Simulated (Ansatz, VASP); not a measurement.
**One calculation of SiC, two programs**

```xyz
4
Lattice="3.0760 -0.0615 0.0000 -1.5913 2.6947 0.0000 0.0000 0.0000 5.0480" Properties=species:S:1:pos:R:3 pbc="T T T"
Si   -0.0355    1.7759    0.0000
Si    1.5202    0.8572    2.5240
C    -0.0355    1.7759    1.9435
C     1.5202    0.8572    4.4675
```

Change from the starting cell: strain -0.0400 x Voigt [0, 0, 0, 0, 0, 1], atoms carried along.

Alike in both runs: task single point; functional PBE; k mesh 12 × 12 × 6; occupations gaussian, width 0.05 eV; no spin polarisation.

```csv
,VASP,Ansatz
version,VASP 6.6.1,Ansatz 0.2.0
potentials or method,"VASP PAW PBE potentials, release 64 (Si, C), cutoff 520 eV","scalar-relativistic, plane waves, PAW"
valence electrons in the cell,16,16
```

VASP gave:

- gap on the k mesh at the Fermi level (eV): 2.17
- least direct gap on the mesh (eV): 3.89
- pressure (GPa): 4.0
- traceless stress, the component that is largest in VASP (GPa): 9.82
- rms of the force components (eV/Å): 0.507

Question: Which values does Ansatz return?

Answer: gap on the k mesh at the Fermi level (eV): 2.17; least direct gap on the mesh (eV): 3.89; pressure (GPa): 4.0; traceless stress, the component that is largest in VASP (GPa): 9.79; rms of the force components (eV/Å): 0.507.

Atom by atom the forces differ by 0.000 eV/Å (rms over components).
